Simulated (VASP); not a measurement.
# Cl (P6_3/mmc) in VASP: a series of runs, part 2 of 2

VASP 6.6.1. Earlier steps stand in the parts before.

### 3 Single point, PBEsol (8.23 Å³/atom)

The input, INCAR:

```
PREC = Accurate ; ENCUT = 520
EDIFF = 1E-7 ; ISMEAR = -1
SIGMA = 0.08 ; LREAL = False
LASPH = True ; NELM = 100
ALGO = Normal ; ISIF = 2
LWAVE = False ; LCHARG = True
GGA = PS ; LELF = True
LVHAR = True ; NBANDS = 14
```

The input, KPOINTS:

```
Automatic mesh
0
Gamma
  15 15 8
```

The input, POSCAR:

```
Cl
1.0
    2.2049893205      0.0000000000      0.0000000000
   -1.1024946603      1.9095767666      0.0000000000
    0.0000000000      0.0000000000      3.9076401332
Cl
2
Direct
    0.3333333333      0.6666666667      0.2500000000
    0.6666666667      0.3333333333      0.7500000000
```

Potentials or basis: VASP PAW PBE potentials, release 64 (Cl).

The run is started by

```sh
$ cat potpaw_PBE.64/Cl/POTCAR > POTCAR
$ mpirun -np 1 vasp_std > vasp.out
```

OUTCAR:

```text
PREC = Accurate
   ENCUT = 520
   EDIFF = 1E-7
   ISMEAR = -1
   LREAL = False
   LASPH = True
   NELM = 100
   ISIF = 2
   GGA = PS

 ion  position               nearest neighbor table
   1  0.333  0.667  0.250-   2 2.33   2 2.33   2 2.33   2 2.33   2 2.33   2 2.33
   2  0.667  0.333  0.750-   1 2.33   1 2.33   1 2.33   1 2.33   1 2.33   1 2.33

  LATTYP: Found a hexagonal cell.
 ALAT       =     2.2049893205
 C/A-ratio  =     1.7721809792

  Lattice vectors:

 A1 = (   2.2049893205,   0.0000000000,   0.0000000000)
 A2 = (  -1.1024946603,   1.9095767666,   0.0000000000)
 A3 = (   0.0000000000,   0.0000000000,   3.9076401332)

Analysis of symmetry for initial positions (statically):
=====================================================================
 Subroutine PRICEL returns:
 Original cell was already a primitive cell.

 Routine SETGRP: Setting up the symmetry group for a
 hexagonal supercell.

 Subroutine GETGRP returns: Found 24 space group operations
 (whereof 12 operations were pure point group operations)
 out of a pool of 24 trial point group operations.

The static configuration has the point symmetry D_3d.
 The point group associated with its full space group is D_6h.

Analysis of symmetry for dynamics (positions and initial velocities):
=====================================================================
 Subroutine PRICEL returns:
 Original cell was already a primitive cell.

 Routine SETGRP: Setting up the symmetry group for a
 hexagonal supercell.

 Subroutine GETGRP returns: Found 24 space group operations
 (whereof 12 operations were pure point group operations)
 out of a pool of 24 trial point group operations.

The dynamic configuration has the point symmetry D_3d.
 The point group associated with its full space group is D_6h.

 Subroutine INISYM returns: Found 24 space group operations
 (whereof 12 operations are pure point group operations),
 and found     1 'primitive' translations

----------------------------------------------------------------------------------------

                                     Primitive cell

  volume of cell :      16.4535

  direct lattice vectors                    reciprocal lattice vectors
     2.204989321  0.000000000  0.000000000     0.453516936  0.261838125  0.000000000
    -1.102494660  1.909576767  0.000000000     0.000000000  0.523676250  0.000000000
     0.000000000  0.000000000  3.907640133     0.000000000  0.000000000  0.255908929

  length of vectors
     2.204989321  2.204989321  3.907640133     0.523676250  0.523676250  0.255908929

  position of ions in fractional coordinates (direct lattice)
     0.333333333  0.666666667  0.250000000
     0.666666667  0.333333333  0.750000000

  ion indices of the primitive-cell ions
   primitive index   ion index
                 1           1
                 2           2

----------------------------------------------------------------------------------------

 KPOINTS: Automatic mesh

Automatic generation of k-mesh.
 Grid dimensions read from file:
 generate k-points for:   15   15    8

 Generating k-lattice:

  Cartesian coordinates                     Fractional coordinates (reciprocal lattice)
     0.030234462  0.017455875  0.000000000     0.066666667  0.000000000  0.000000000
     0.000000000  0.034911750  0.000000000     0.000000000  0.066666667  0.000000000
     0.000000000  0.000000000  0.031988616     0.000000000  0.000000000  0.125000000

  Length of vectors
     0.034911750  0.034911750  0.031988616

  Shift w.r.t. Gamma in fractional coordinates (k-lattice)
     0.000000000  0.000000000  0.000000000

 Subroutine IBZKPT returns following result:
 ===========================================

 Found    135 irreducible k-points:

 Following reciprocal coordinates:
            Coordinates               Weight
  0.000000  0.000000  0.000000      1.000000
  0.066667  0.000000  0.000000      6.000000
  0.133333  0.000000  0.000000      6.000000
  0.200000  0.000000  0.000000      6.000000
  0.266667  0.000000  0.000000      6.000000
  0.333333 -0.000000  0.000000      6.000000
[... 16 lines left out ...]
  0.333333  0.200000  0.000000     12.000000
  0.400000  0.200000  0.000000      6.000000
 [... further k-points ...]
   k-points           NKPTS =    135   k-points in BZ     NKDIM =    135   number of bands    NBANDS=     14
   number of dos      NEDOS =    301   number of ions     NIONS =      2
   total plane-waves  NPLWV =   7680
   dimension x,y,z NGX =    16 NGY =   16 NGZ =   30
   dimension x,y,z NGXF=    32 NGYF=   32 NGZF=   60
   ions per type =               2
   NGX,Y,Z   is equivalent  to a cutoff of  12.06, 12.06, 12.76 a.u.
   NGXF,Y,Z  is equivalent  to a cutoff of  24.13, 24.13, 25.53 a.u.
 SYSTEM =  unknown system
   PREC   = accura    normal or accurate (medium, high low for compatibility)
   ISTART =      0    job   : 0-new  1-cont  2-samecut
   ICHARG =      2    charge: 1-file 2-atom 10-const
   ISPIN  =      1    spin polarized calculation?
   LNONCOLLINEAR =      F non collinear calculations
   LSORBIT =      F    spin-orbit coupling
   LASPH  =      T    aspherical Exc in radial PAW
   ENCUT  =  520.0 eV  38.22 Ry    6.18 a.u.   4.10  4.10  7.27*2*pi/ulx,y,z
   NELM   =    100;   NELMIN=  2; NELMDL= -5     # of ELM steps
   EDIFF  = 0.1E-06   stopping-criterion for ELM
   LREAL  =      F    real-space projection
   EDIFFG = 0.1E-05   stopping-criterion for IOM
   NSW    =      0    number of steps for IOM
   IBRION =     -1    ionic relax: 0-MD 1-quasi-New 2-CG
   NFREE  =      0    steps in history (QN), initial steepest desc. (CG)
   ISIF   =      2    stress and relaxation
   ISYM   =      2    0-nonsym 1-usesym 2-fastsym
   POTIM  = 0.5000    time-step for ionic-motion
   TEBEG  =    0.0;   TEEND  =   0.0 temperature during run
   PSTRESS=    0.0 pullay stress
   NELECT =      14.0000    total number of electrons
   NUPDOWN=      -1.0000    fix difference up-down
   EMIN   =  10.00;   EMAX   =-10.00  energy-range for DOS
   EFERMI =   0.00;   METHOD = LEGACY
   ISMEAR =    -1;   SIGMA  =   0.08  broadening in eV -4-tet -1-fermi 0-gaus
   EFERMI_NEDOS =   21; number of points for ismear=-14 and -15
   IALGO  =     38    algorithm
   IMIX   =      4    mixing-type and parameters
     AMIX     =   0.40;   BMIX     =  1.00
     AMIX_MAG =   1.60;   BMIX_MAG =  1.00
  volume/ion in A,a.u.               =       8.23        55.52
  Fermi-wavevector in a.u.,A,eV,Ry     =   1.551308  2.931548 32.743202  2.406557
  Thomas-Fermi vector in A             =   2.655846
   LORBIT       =      0    0 simple, 1 ext, 2 COOP (PROOUT), +10 PAW based schemes
   GGA     = PS    functional components
   LHFCALC =     F    Hartree Fock is set to
   AEXX    =    0.0000 exact exchange contribution
   IVDW    =     0    specifies the selected vdW correction
   LEPSILON=     F    determine dielectric tensor
   LRPA    =     F    only Hartree local field effects (RPA)
 non-spin polarized calculation
  energy-cutoff  :      520.00
  volume of cell :       16.45
 maximum number of plane-waves:       458
   NGX =  9   NGY =  9   NGZ = 15

 number of electron      13.9999997 magnetization

 Free energy of the ion-electron system (eV)
  ---------------------------------------------------
  ext. energy  EPLUGINS =         0.00000000
  ---------------------------------------------------
  free energy    TOTEN  =         5.90378664 eV

  energy without entropy =        5.92122175  energy(sigma->0) =        5.91250420

 E-fermi :  18.9308     XC(G=0): -14.7845

 val. band max:       18.9276368932   @ k =   0.4667   0.0000   0.3750
 cond. band min:      19.0036375999   @ k =   0.0667   0.0667   0.0000
 fundamental gap:      0.0760007067
 Fermi energy:        18.9308372125

 k-point     1 :       0.0000    0.0000    0.0000
  band No.  band energies     occupation
      1      -8.5777      2.00000
      2      -1.8627      2.00000
      3       3.0937      2.00000
      4      21.5115      0.00000
      5      22.1704      0.00000
      6      22.1704      0.00000
      7      24.0960      0.00000
      8      24.0960      0.00000
      9      29.0699      0.00000
     10      32.1855      0.00000
     11      32.4172      0.00000
     12      32.4172      0.00000
     13      34.4793      0.00000
     14      34.4793      0.00000
[... 375 lines left out ...]
 k-point    24 :       0.4000    0.2000    0.0000
  band No.  band energies     occupation
      1       0.8372      2.00000
      2       2.4157      2.00000
      3       7.4848      2.00000
      4       8.8521      2.00000
      5      10.1428      2.00000
      6      11.4858      2.00000
      7      14.1265      2.00000
      8      15.1256      2.00000
      9      22.8192      0.00000
     10      31.2728      0.00000
     11      33.4346      0.00000
     12      36.1223      0.00000
     13      36.6998      0.00000
     14      38.3613      0.00000

 [... further k-points ...]
[... 5 lines left out ...]
  --------------------------------------------------------------------------------------
  -------------------------------------------------------------------------------------
  Total       25.8983553     25.8983553     25.9590605     -0.0000000      0.0000000     -0.0000000
  in kB     2521.8810206   2521.8810205   2527.7922535     -0.0000001      0.0000000     -0.0000000
  external PRESSURE =    2523.8514315 kB  Pullay stress =       0.0000000 kB

 VOLUME and BASIS-vectors are now :
 -----------------------------------------------------------------------------
  energy-cutoff  :      520.00
  volume of cell :       16.45
      direct lattice vectors                 reciprocal lattice vectors
     2.204989321  0.000000000  0.000000000     0.453516936  0.261838125  0.000000000
    -1.102494660  1.909576767  0.000000000     0.000000000  0.523676250  0.000000000
     0.000000000  0.000000000  3.907640133     0.000000000  0.000000000  0.255908929

 POSITION                                       TOTAL-FORCE (eV/Angst)
 -----------------------------------------------------------------------------------
     -0.00000      1.27305      0.97691        -0.000000     -0.000000      0.000000
      1.10249      0.63653      2.93073         0.000000      0.000000      0.000000
 -----------------------------------------------------------------------------------
    total drift:                               -0.000000      0.000000      0.000000

  FREE ENERGIE OF THE ION-ELECTRON SYSTEM (eV)
  ---------------------------------------------------
  free  energy   TOTEN  =         5.9037866437 eV

  energy  without entropy=        5.9212217465  energy(sigma->0) =        5.91250420
```

It took 10 s on 1 thread of AMD EPYC 9R45 (Zen 5), shared host; peak memory 0.1 GiB.

What came out:

| Quantity | Value |
| --- | --- |
| Free energy | 5.9038 eV |
| Pressure | 252.4 GPa |
| Band gap on the k mesh | zero (bands 7 and 8 overlap by 10.83 eV) |

Stress tensor (GPa, compression positive):
```
252.19   0.00   0.00
  0.00 252.19   0.00
  0.00   0.00 252.78
```

Levels at points of the mesh, in eV from the Fermi level:
| k point | band 4 | band 5 | band 6 | band 7 | band 8 | band 9 | band 10 | band 11 |
| --- | --- | --- | --- | --- | --- | --- | --- | --- |
| (0.00, 0.00, 0.00) | 2.58 | 3.24 | 3.24 | 5.17 | 5.17 | 10.14 | 13.25 | 13.49 |
| (0.00, 0.00, 0.50) | -7.39 | 4.24 | 4.24 | 4.24 | 4.24 | 13.27 | 13.27 | 13.27 |

Caveat: the cell stands under pressure; the PAW data sets were made with another functional, which shifts forces and pressure a little.

The gap in the log of VASP goes by the Fermi energy; the results here count the filled bands.